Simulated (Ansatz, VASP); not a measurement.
# BiTe in VASP and in Ansatz

File INCAR:

```
SYSTEM = BiTe
PREC     = Accurate       ! precision mode
ENCUT    = 520            ! plane-wave cutoff, eV
EDIFF    = 1E-7           ! SCF threshold, eV
ISMEAR   = 0              ! smearing method
SIGMA    = 0.1            ! smearing width, eV
LREAL    = .FALSE.        ! projectors in reciprocal space
LASPH    = .TRUE.         ! aspherical terms in the spheres
NELM     = 60             ! most SCF steps
ALGO     = Normal         ! electronic algorithm
ISIF     = 2              ! what is computed and relaxed
LWAVE    = .FALSE.        ! write WAVECAR
LCHARG   = .FALSE.        ! write CHGCAR
GGA      = PE             ! functional
NBANDS   = 18             ! bands
```

File KPOINTS:

```
regular mesh
0
G
  8 8 8
  0 0 0
```

File POSCAR:

```
BiTe
1.0
    0.0000000000      3.2775706714      3.2775706714
    3.2775706714      0.0000000000      3.2775706714
    3.2775706714      3.2775706714      0.0000000000
Bi Te
1 1
Direct
    0.0000000000      0.0000000000      0.0000000000
    0.5000000000      0.5000000000      0.5000000000
```

Input for Ansatz:

```yaml
crystal:
  lattice:
    - [0.0, 3.2775706713582733, 3.2775706713582733]
    - [3.2775706713582733, 0.0, 3.2775706713582733]
    - [3.2775706713582733, 3.2775706713582733, 0.0]
  atoms:
    - { symbol: Bi, position: [0.0, 0.0, 0.0] }
    - { symbol: Te, position: [0.5, 0.5, 0.5] }
basis:
  ecutwfc: 435.382179935808
kpoints:
  mp_grid:
    grid: [8, 8, 8]
hamiltonian:
  xc: pbe
scf:
  max_iter: 75
  occupations:
    method: gaussian
    width: 0.1
output:
  stress: true
```

Alike in both runs: task single point; functional PBE; k mesh 8 × 8 × 8; occupations gaussian, width 0.1 eV; no spin polarisation.

|  | VASP | Ansatz |
| --- | --- | --- |
| version | VASP 6.6.1 | Ansatz 0.2.0 |
| potentials or method | VASP PAW PBE potentials, release 64 (Bi_d, Te), cutoff 520 eV | plane waves, PAW |
| valence electrons in the cell | 21 | 31 |

|  | VASP | Ansatz | Ansatz less VASP |
| --- | --- | --- | --- |
| pressure (GPa) | -1.2 | -1.2 | +0.05 |

VASP's potentials hold 21 valence electrons a cell and Ansatz's 31, so a difference there can come from the potentials and not from the codes.

Spin-orbit coupling is off throughout.
